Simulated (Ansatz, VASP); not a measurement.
PbS, level by level in two programs

```
Pb S
1.0
     0.00000    2.90521    2.90521
     2.90521    0.00000    2.90521
     2.90521    2.90521    0.00000
Pb S
1 1
Direct
  0.00000 0.00000 0.00000
  0.50000 0.50000 0.50000
```

Single points on this cell with VASP 6.6.1 and Ansatz 0.2.0. Each row is one pair of runs.

| level | spin | k mesh | smearing | VASP's potentials, cutoff | Ansatz's potentials, cutoff | gap on the k mesh at the Fermi level (eV), VASP | gap on the k mesh at the Fermi level (eV), Ansatz | least direct gap on the mesh (eV), VASP | least direct gap on the mesh (eV), Ansatz | pressure (GPa), VASP | pressure (GPa), Ansatz |
| --- | --- | --- | --- | --- | --- | --- | --- | --- | --- | --- | --- |
| HF | off | 4 × 4 × 4 | fermi-dirac, width 0.05 eV | VASP PAW PBE potentials, release 64 (Pb_d, S), 520 eV | Ansatz PAW, 420 eV | 5.13 | ? | 5.13 | ? | 13.1 | ? |
| RPBE | off | 8 × 8 × 8 | fermi-dirac, width 0.05 eV | VASP PAW PBE potentials, release 64 (Pb_d, S), 520 eV | Ansatz PAW, 420 eV | 0.20 | 0.20 | 0.20 | 0.20 | 8.6 | 8.7 |
| revPBE+D3(BJ) | off | 8 × 8 × 8 | fermi-dirac, width 0.05 eV | VASP PAW PBE potentials, release 64 (Pb_d, S), 520 eV | Ansatz PAW, 420 eV | 0.18 | 0.17 | 0.18 | 0.17 | 3.4 | 3.5 |
| BLYP+D4 | off | 8 × 8 × 8 | fermi-dirac, width 0.05 eV | VASP PAW PBE potentials, release 64 (Pb_d, S), 520 eV | Ansatz PAW, 420 eV | 0.25 | 0.27 | 0.25 | 0.27 | 6.3 | 6.2 |
| LDA | off | 8 × 8 × 8 | fermi-dirac, width 0.05 eV | VASP PAW LDA potentials, release 64 (Pb_d, S), 520 eV | JTH PAW LDA, 1800 eV | 0.03 | 0.01 | 0.03 | 0.01 | 1.2 | 1.2 |
| PBE | collinear, typed start | 8 × 8 × 8 | gaussian, width 0.02 eV | VASP PAW PBE potentials, release 64 (Pb_d, S), 520 eV | Ansatz PAW, 420 eV | 0.11 | 0.11 | 0.11 | 0.11 | 6.5 | 6.6 |

Q: Fill in what Ansatz gave in row 1.

A: gap on the k mesh at the Fermi level (eV): 4.94; least direct gap on the mesh (eV): 4.94; pressure (GPa): 14.0.

The k mesh is coarse in some rows, so the values compare programs but aren't converged. Neither program's run includes spin-orbit coupling.
